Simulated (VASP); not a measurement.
# RbBr (Fm-3m) in VASP: further runs, part 2 of 2

VASP 6.6.1.

**4. Single point, HSE06**

Contents of POSCAR:

```
RbBr
1.0
    0.0000000000      3.4608260907      3.4608260907
    3.4608260907      0.0000000000      3.4608260907
    3.4608260907      3.4608260907      0.0000000000
Rb Br
1 1
Direct
    0.0000000000      0.0000000000      0.0000000000
    0.5000000000      0.5000000000      0.5000000000
```

Contents of INCAR.step1:

```
SYSTEM = RbBr
ALGO = Normal
EDIFF = 1E-5
ENCUT = 400
GGA = PE
GGA_COMPAT = .FALSE.
ISIF = 2
ISMEAR = 0
LASPH = .TRUE.
LCHARG = .FALSE.
LREAL = .FALSE.
LWAVE = .TRUE.
NBANDS = 15
NELM = 120
PREC = Accurate
SIGMA = 0.5
```

Contents of INCAR.step2:

```
SYSTEM = RbBr
ALGO = Normal
EDIFF = 1E-6
ENCUT = 400
GGA = PE
GGA_COMPAT = .FALSE.
HFSCREEN = 0.2079
ISIF = 2
ISMEAR = 0
ISTART = 1
LASPH = .TRUE.
LCHARG = .FALSE.
LHFCALC = .TRUE.
LREAL = .FALSE.
LWAVE = .FALSE.
NBANDS = 15
NELM = 120
PREC = Accurate
PRECFOCK = Normal
SIGMA = 0.5
```

Contents of KPOINTS:

```
k-points
0
G
  4 4 4
  0 0 0
```

Potentials or basis: VASP PAW PBE potentials, release 64 (Rb_sv, Br).

Started as:

```console
$ cat potpaw_PBE.64/Rb_sv/POTCAR potpaw_PBE.64/Br/POTCAR > POTCAR
$ cp INCAR.step1 INCAR
$ mpirun -np 1 vasp_std > vasp.out
$ cp INCAR.step2 INCAR
$ mpirun -np 1 vasp_std > vasp.out
```

OUTCAR:

```text
SYSTEM = RbBr
   EDIFF = 1E-6
   ENCUT = 400
   GGA = PE
   HFSCREEN = 0.2079
   ISIF = 2
   ISMEAR = 0
   ISTART = 1
   LASPH = .TRUE.
   LHFCALC = .TRUE.
   LREAL = .FALSE.
   NELM = 120
   PREC = Accurate
   PRECFOCK = Normal

 ion  position               nearest neighbor table
   1  0.000  0.000  0.000-   2 3.46   2 3.46   2 3.46   2 3.46   2 3.46   2 3.46
   2  0.500  0.500  0.500-   1 3.46   1 3.46   1 3.46   1 3.46   1 3.46   1 3.46

  LATTYP: Found a face centered cubic cell.
 ALAT       =     6.9216521814

  Lattice vectors:

 A1 = (   0.0000000000,   3.4608260907,   3.4608260907)
 A2 = (   3.4608260907,   0.0000000000,   3.4608260907)
 A3 = (   3.4608260907,   3.4608260907,   0.0000000000)

Analysis of symmetry for initial positions (statically):
=====================================================================
 Subroutine PRICEL returns:
 Original cell was already a primitive cell.

 Routine SETGRP: Setting up the symmetry group for a
 face centered cubic supercell.

 Subroutine GETGRP returns: Found 48 space group operations
 (whereof 48 operations were pure point group operations)
 out of a pool of 48 trial point group operations.

The static configuration has the point symmetry O_h .

Analysis of symmetry for dynamics (positions and initial velocities):
=====================================================================
 Subroutine PRICEL returns:
 Original cell was already a primitive cell.

 Routine SETGRP: Setting up the symmetry group for a
 face centered cubic supercell.

 Subroutine GETGRP returns: Found 48 space group operations
 (whereof 48 operations were pure point group operations)
 out of a pool of 48 trial point group operations.

The dynamic configuration has the point symmetry O_h .

 Subroutine INISYM returns: Found 48 space group operations
 (whereof 48 operations are pure point group operations),
 and found     1 'primitive' translations

[... 114 lines left out ...]
   LEPSILON=     F    determine dielectric tensor
   LRPA    =     F    only Hartree local field effects (RPA)
 non-spin polarized calculation
 Gauss-broadening in eV      SIGMA  =   0.50
  energy-cutoff  :      400.00
  volume of cell :       82.90
 maximum number of plane-waves:      1540
  NGX = 24; NGY = 24; NGZ = 24

 number of electron      15.9999998 magnetization

 Free energy of the ion-electron system (eV)
  ---------------------------------------------------
  ext. energy  EPLUGINS =         0.00000000
  ---------------------------------------------------
  free energy    TOTEN  =        -7.07323845 eV

  energy without entropy =       -7.07323845  energy(sigma->0) =       -7.07323845

 E-fermi :  -0.5033     XC(G=0):  -5.9843

 val. band max:       -2.7342780052   @ k =   0.0000   0.0000   0.0000
 cond. band min:       2.7079427546   @ k =   0.0000   0.0000   0.0000
 fundamental gap:      5.4422207598
 Fermi energy:        -0.5033328163

 k-point     1 :       0.0000    0.0000    0.0000
  band No.  band energies     occupation
      1     -28.8880      2.00000
      2     -15.9056      2.00000
      3     -11.8005      2.00000
      4     -11.8005      2.00000
      5     -11.8005      2.00000
      6      -2.7343      2.00000
      7      -2.7343      2.00000
      8      -2.7343      2.00000
      9       2.7079      0.00000
     10       5.7949      0.00000
     11       5.7949      0.00000
     12       5.7949      0.00000
     13       6.7498      0.00000
     14       6.7498      0.00000
[... 113 lines left out ...]
      2     -15.8734      2.00000
      3     -11.9194      2.00000
      4     -11.9194      2.00000
      5     -11.7793      2.00000
      6      -3.2154      2.00000
      7      -3.0921      2.00000
      8      -3.0921      2.00000
      9       5.5099      0.00000
     10       5.5099      0.00000
     11       6.7318      0.00000
     12       7.1465      0.00000
     13       9.5137      0.00000
     14       9.5527      0.00000
     15       9.5891      0.00000

------------------------ aborting loop because EDIFF is reached ----------------------------------------

  FORCE on cell =-STRESS in cart. coord.  units (eV):
  Direction    XX          YY          ZZ          XY          YZ          ZX
  --------------------------------------------------------------------------------------
  -------------------------------------------------------------------------------------
  Total        0.1516711      0.1516711      0.1516711     -0.0000000     -0.0000000     -0.0000000
  in kB        2.9311913      2.9311913      2.9311913     -0.0000000     -0.0000000     -0.0000000
  external PRESSURE =       2.9311913 kB  Pullay stress =       0.0000000 kB

 VOLUME and BASIS-vectors are now :
 -----------------------------------------------------------------------------
  energy-cutoff  :      400.00
  volume of cell :       82.90
      direct lattice vectors                 reciprocal lattice vectors
     0.000000000  3.460826091  3.460826091    -0.144474177  0.144474177  0.144474177
     3.460826091  0.000000000  3.460826091     0.144474177 -0.144474177  0.144474177
     3.460826091  3.460826091  0.000000000     0.144474177  0.144474177 -0.144474177

 POSITION                                       TOTAL-FORCE (eV/Angst)
 -----------------------------------------------------------------------------------
      0.00000      0.00000      0.00000        -0.000000      0.000000     -0.000000
      3.46083      3.46083      3.46083         0.000000     -0.000000      0.000000
 -----------------------------------------------------------------------------------
    total drift:                                0.000000      0.000000      0.000000

  FREE ENERGIE OF THE ION-ELECTRON SYSTEM (eV)
  ---------------------------------------------------
  free  energy   TOTEN  =        -7.0732384528 eV

  energy  without entropy=       -7.0732384527  energy(sigma->0) =       -7.07323845
```

OUTCAR.step1:

```text
SYSTEM = RbBr
   EDIFF = 1E-5
   ENCUT = 400
   GGA = PE
   ISIF = 2
   ISMEAR = 0
[... 347 lines left out ...]
      0.00000      0.00000      0.00000         0.000000      0.000000      0.000000
      3.46083      3.46083      3.46083         0.000000      0.000000      0.000000
 -----------------------------------------------------------------------------------
    total drift:                                0.000000     -0.000000     -0.000000

  FREE ENERGIE OF THE ION-ELECTRON SYSTEM (eV)
  ---------------------------------------------------
  free  energy   TOTEN  =        -6.1089099665 eV

  energy  without entropy=       -6.1089099662  energy(sigma->0) =       -6.10890997
```

It took 8 min on 1 thread of Intel Xeon 8259CL, shared host; peak memory 0.29 GiB.

What came out:

```yaml
Free_energy: -7.0732 eV
Pressure: 0.3 GPa
Band_gap_on_the_k_mesh: 5.44 eV
```

Levels at points of the mesh, in eV from the valence-band top:
| k point | band 5 | band 6 | band 7 | band 8 | band 9 | band 10 | band 11 | band 12 |
| --- | --- | --- | --- | --- | --- | --- | --- | --- |
| (0.00, 0.00, 0.00) | -9.07 | 0.00 | 0.00 | 0.00 | 5.44 | 8.53 | 8.53 | 8.53 |
| (0.50, 0.00, 0.00) | -9.01 | -0.97 | -0.34 | -0.34 | 7.88 | 8.86 | 10.81 | 10.81 |
| (0.50, 0.50, 0.00) | -9.13 | -0.49 | -0.17 | -0.17 | 6.78 | 8.30 | 10.27 | 10.58 |

Caveat: so wide a smearing shifts energies and pressures; the PAW data sets were made with another functional, which shifts forces and pressure a little.
